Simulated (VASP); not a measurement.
A run of VASP 6.6.1 is set up as follows.

The input POSCAR:

```
KCl
1.0
    3.7708085932      0.0000000000      0.0000000000
    0.0000000000      3.7708085932      0.0000000000
    0.0000000000      0.0000000000      3.7708085932
K Cl
1 1
Direct
    0.0000000000      0.0000000000      0.0000000000
    0.5000000000      0.5000000000      0.5000000000
```

File INCAR.step1:

```
  ALGO = Normal
  EDIFF = 1E-4
  ENCUT = 520
  GGA = PE
  ISMEAR = 0
  LASPH = T
  LCHARG = F
  LREAL = F
  LWAVE = T
  NBANDS = 15
  NELM = 60
  PREC = Accurate
  SIGMA = 0.01
```

Contents of INCAR.step2:

```
  ALGO = Normal
  EDIFF = 1E-7
  ENCUT = 520
  ISIF = 2
  ISMEAR = 0
  ISTART = 1
  LASPH = T
  LCHARG = F
  LMIXTAU = T
  LREAL = F
  LWAVE = F
  METAGGA = R2SCAN
  NBANDS = 15
  NELM = 60
  PREC = Accurate
  SIGMA = 0.01
```

Contents of KPOINTS:

```
k-points
0
Gamma
  8 8 8
```

Potentials or basis: VASP PAW PBE potentials, release 64 (K_sv, Cl).

Command:

```sh
$ cat potpaw_PBE.64/K_sv/POTCAR potpaw_PBE.64/Cl/POTCAR > POTCAR
$ cp INCAR.step1 INCAR
$ mpirun -np 1 vasp_std > vasp.out
$ cp INCAR.step2 INCAR
$ mpirun -np 1 vasp_std > vasp.out
```

Question: What does it give for the band gap on the k mesh?

Answer: 5.81 eV, indirect (least direct gap 6.02 eV).

Question: Estimate the pressure.

Answer: 0.0 GPa.

Caveat: the PAW data sets were made with another functional, which shifts forces and pressure a little. r2SCAN opens gaps a little over a GGA but as a rule still falls short of measured ones.
